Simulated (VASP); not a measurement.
A run of VASP 6.6.1 is set up as follows.

INCAR

```
SYSTEM = Ta3AsAu2O13
PREC = Accurate ; ENCUT = 600
EDIFF = 1E-6 ; ISMEAR = -1
SIGMA = 0.05 ; LREAL = .False.
LASPH = .True. ; NELM = 60
ALGO = Normal ; ISIF = 3
LWAVE = .False. ; LCHARG = .False.
GGA = PE ; IVDW = 11
IBRION = 2 ; NSW = 60
EDIFFG = -0.01 ; KPAR = 4
```

File KPOINTS:

```
Automatic mesh
0
Gamma
  6 5 3
  0 0 0
```

File POSCAR:

```
Ta3AsAu2O13
1.0
    5.4020100000      0.0000000000      0.0000000000
   -2.0180000000      5.6072900000      0.0000000000
   -0.7204700000     -1.8688200000      8.4406000000
Ta As Au O
3 1 2 13
Direct
    0.3738600000      0.5888500000      0.5983100000
    0.4623600000      0.2662700000      0.1868900000
    0.7083000000      0.8674600000      0.0276100000
    0.9787700000      0.9823600000      0.6537100000
    0.1038800000      0.5399800000      0.1723700000
    0.6630200000      0.3202200000      0.8052200000
    0.0619600000      0.0357700000      0.1415800000
    0.9818200000      0.0145700000      0.8513000000
    0.1115200000      0.2705500000      0.6150800000
    0.1602700000      0.8119900000      0.5836400000
    0.4305500000      0.5336000000      0.0677700000
    0.9117100000      0.6127500000      0.9808100000
    0.6040600000      0.1575400000      0.9862600000
    0.5556500000      0.9871300000      0.2098400000
    0.3075600000      0.4547300000      0.3500600000
    0.7966800000      0.5055600000      0.2865900000
    0.6638000000      0.8813100000      0.5510600000
    0.4714500000      0.7175100000      0.8174200000
    0.6527900000      0.4518400000      0.6144900000
```

Potentials or basis: VASP PAW PBE potentials, release 64 (Ta_pv, As, Au, O).

The run is started by

```console
$ cat potpaw_PBE.64/Ta_pv/POTCAR potpaw_PBE.64/As/POTCAR potpaw_PBE.64/Au/POTCAR potpaw_PBE.64/O/POTCAR > POTCAR
$ mpirun -np 4 vasp_std > vasp.out
```

Q: What does it give for the relaxed cell?

A: a = 5.387 Å, b = 5.925 Å, c = 8.523 Å, α = 99.98°, β = 94.78°, γ = 109.79°.

Q: Estimate the dispersion energy per atom.

A: -0.197 eV.

Q: What does it give for the space group after relaxing (to 0.1 Å)?

A: P1 (No. 1).

Final structure:
```
CELL_PARAMETERS angstrom
5.38666 0.00320 0.00344
-2.00903 5.57444 0.00960
-0.71383 -1.84243 8.29127
ATOMIC_POSITIONS crystal
Ta 0.36699 0.59225 0.59795
Ta 0.46446 0.26008 0.18960
Ta 0.71234 0.86473 0.03136
As 0.97376 0.98295 0.65364
Au 0.10476 0.53903 0.16937
Au 0.65882 0.31227 0.79731
O 0.06917 0.02931 0.14856
O 0.98629 0.01177 0.85604
O 0.10974 0.27531 0.61721
O 0.15544 0.81481 0.57631
O 0.43126 0.52881 0.06545
O 0.91115 0.60815 0.97443
O 0.60271 0.15179 0.98531
O 0.56750 0.98721 0.21952
O 0.30893 0.45723 0.34985
O 0.79921 0.51024 0.28754
O 0.65533 0.89678 0.55325
O 0.46857 0.71883 0.81960
O 0.65357 0.45845 0.60771
```
